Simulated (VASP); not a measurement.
# Cu (Fm-3m) in VASP: a series of runs, part 2 of 2

VASP 6.6.1.

## 4. Single point, PBEsol

File INCAR:

```
PREC     = Accurate       # precision mode
ENCUT    = 600            # plane-wave cutoff, eV
EDIFF    = 1E-6           # SCF threshold, eV
ISMEAR   = -1             # smearing method
SIGMA    = 0.1            # smearing width, eV
LREAL    = False          # projectors in reciprocal space
LASPH    = True           # aspherical terms in the spheres
NELM     = 120            # most SCF steps
ALGO     = Normal         # electronic algorithm
ISIF     = 2              # what is computed and relaxed
LWAVE    = False          # write WAVECAR
LCHARG   = False          # write CHGCAR
GGA      = PS             # functional
NBANDS   = 12             # bands
GGA_COMPAT= False
```

File KPOINTS:

```
Automatic mesh
0
Gamma
  13 13 13
```

File POSCAR:

```
Cu
1.0
    0.0000000000      1.8075000000      1.8075000000
    1.8075000000      0.0000000000      1.8075000000
    1.8075000000      1.8075000000      0.0000000000
Cu
1
Direct
    0.0000000000      0.0000000000      0.0000000000
```

Potentials or basis: VASP PAW PBE potentials, release 64 (Cu).

Launch:

```bash
$ cat potpaw_PBE.64/Cu/POTCAR > POTCAR
$ mpirun -np 1 vasp_std > vasp.out
```

OUTCAR:

```text
PREC = Accurate
   ENCUT = 600
   EDIFF = 1E-6
   ISMEAR = -1
   LREAL = False
   LASPH = True
   NELM = 120
   ISIF = 2
   GGA = PS

 ion  position               nearest neighbor table
   1  0.000  0.000  0.000-

  LATTYP: Found a face centered cubic cell.
 ALAT       =     3.6150000000

  Lattice vectors:

 A1 = (   0.0000000000,   1.8075000000,   1.8075000000)
 A2 = (   1.8075000000,   0.0000000000,   1.8075000000)
 A3 = (   1.8075000000,   1.8075000000,   0.0000000000)

Analysis of symmetry for initial positions (statically):
=====================================================================
 Subroutine PRICEL returns:
 Original cell was already a primitive cell.

 Routine SETGRP: Setting up the symmetry group for a
 face centered cubic supercell.

 Subroutine GETGRP returns: Found 48 space group operations
 (whereof 48 operations were pure point group operations)
 out of a pool of 48 trial point group operations.

The static configuration has the point symmetry O_h .

[... 165 lines left out ...]
  band No.  band energies     occupation
      1      -1.9887      2.00000
      2       4.3680      2.00000
      3       4.3680      2.00000
      4       4.3680      2.00000
      5       5.1996      2.00000
      6       5.1996      2.00000
      7      29.9830      0.00000
      8      32.5962      0.00000
      9      32.5962      0.00000
     10      32.5962      0.00000
     11      35.0724      0.00000
     12      35.0724      0.00000
[... 331 lines left out ...]
 k-point    24 :       0.4615    0.1538    0.0000
  band No.  band energies     occupation
      1       2.5578      2.00000
      2       4.0116      2.00000
      3       4.3739      2.00000
      4       4.6475      2.00000
      5       5.7835      2.00000
      6       7.0545      1.97798
      7      13.4487      0.00000
      8      24.2292      0.00000
      9      25.5456      0.00000
     10      27.7770      0.00000
     11      37.4924      0.00000
     12      37.6148      0.00000

 [... further k-points ...]

------------------------ aborting loop because EDIFF is reached ----------------------------------------

  FORCE on cell =-STRESS in cart. coord.  units (eV):
  Direction    XX          YY          ZZ          XY          YZ          ZX
  --------------------------------------------------------------------------------------
  -------------------------------------------------------------------------------------
  Total       -0.4283579     -0.4283579     -0.4283579      0.0000000     -0.0000000      0.0000000
  in kB      -58.1102134    -58.1102134    -58.1102134      0.0000000     -0.0000000      0.0000000
  external PRESSURE =     -58.1102134 kB  Pullay stress =       0.0000000 kB

 VOLUME and BASIS-vectors are now :
 -----------------------------------------------------------------------------
  energy-cutoff  :      600.00
  volume of cell :       11.81
      direct lattice vectors                 reciprocal lattice vectors
     0.000000000  1.807500000  1.807500000    -0.276625173  0.276625173  0.276625173
     1.807500000  0.000000000  1.807500000     0.276625173 -0.276625173  0.276625173
     1.807500000  1.807500000  0.000000000     0.276625173  0.276625173 -0.276625173

 POSITION                                       TOTAL-FORCE (eV/Angst)
 -----------------------------------------------------------------------------------
      0.00000      0.00000      0.00000         0.000000     -0.000000      0.000000
 -----------------------------------------------------------------------------------
    total drift:                                0.000000      0.000000      0.000000

  FREE ENERGIE OF THE ION-ELECTRON SYSTEM (eV)
  ---------------------------------------------------
  free  energy   TOTEN  =        -4.3062932218 eV

  energy  without entropy=       -4.2969532540  energy(sigma->0) =       -4.30162324
```

OSZICAR:

```text
N       E                     dE             d eps       ncg     rms          rms(c)
DAV:   1     0.423118139201E+02    0.42312E+02   -0.58778E+03  2296   0.170E+03
DAV:   2    -0.402168690440E+01   -0.46334E+02   -0.42836E+02  2076   0.210E+02
DAV:   3    -0.538468456312E+01   -0.13630E+01   -0.13536E+01  2424   0.415E+01
DAV:   4    -0.539297150498E+01   -0.82869E-02   -0.82860E-02  2296   0.285E+00
DAV:   5    -0.539304291198E+01   -0.71407E-04   -0.71406E-04  2432   0.272E-01    0.841E+00
DAV:   6    -0.477822439240E+01    0.61482E+00   -0.17805E+01  2388   0.809E+01    0.442E+00
DAV:   7    -0.431971181675E+01    0.45851E+00   -0.27860E+00  2436   0.320E+01    0.542E-01
DAV:   8    -0.430842124477E+01    0.11291E-01   -0.64083E-03  2456   0.148E+00    0.345E-01
DAV:   9    -0.430628620314E+01    0.21350E-02   -0.12137E-02  2464   0.190E+00    0.232E-02
DAV:  10    -0.430629206370E+01   -0.58606E-05   -0.34588E-05  2932   0.980E-02    0.609E-03
DAV:  11    -0.430629322996E+01   -0.11663E-05   -0.41376E-07  1736   0.115E-02    0.425E-04
DAV:  12    -0.430629322180E+01    0.81561E-08   -0.52413E-08  1224   0.264E-03
   1 F= -.43062932E+01 E0= -.43016232E+01  d E =-.933997E-02
```

Wall time 19 s (1 thread of Intel Xeon 8259CL, shared host); peak memory 0.13 GiB.

Results:

| Property | Result |
| --- | --- |
| Free energy | -4.3063 eV |
| Pressure | -5.8 GPa |
| Band gap on the k mesh | zero (an odd number of electrons rules out a gap without spin polarisation) |

Levels at points of the mesh, in eV from the Fermi level:
| k point | band 3 | band 4 | band 5 | band 6 | band 7 | band 8 | band 9 | band 10 |
| --- | --- | --- | --- | --- | --- | --- | --- | --- |
| (0.00, 0.00, 0.00) | -3.14 | -3.14 | -2.30 | -2.30 | 22.48 | 25.09 | 25.09 | 25.09 |

Caveat: the cell stands under tension; the PAW data sets were made with another functional, which shifts forces and pressure a little.

## 5. The runs side by side

```tsv
smearing	gap on the mesh (eV)	pressure (GPa)
gaussian 0.1 eV	none	-5.8
tetrahedron	none	-5.8
fermi-dirac 0.1 eV	none	-5.8
```

Alike in all rows: task single point; level PBEsol; potentials or basis VASP PAW PBE potentials, release 64 (Cu); no spin polarisation; cell as given; k mesh 13 × 13 × 13; cutoff (eV) 600.

Caveats: the cell stands under tension; the PAW data sets were made with another functional, which shifts forces and pressure a little.

Total energies depend on the potentials used, so only differences within one code and one set of settings carry meaning.
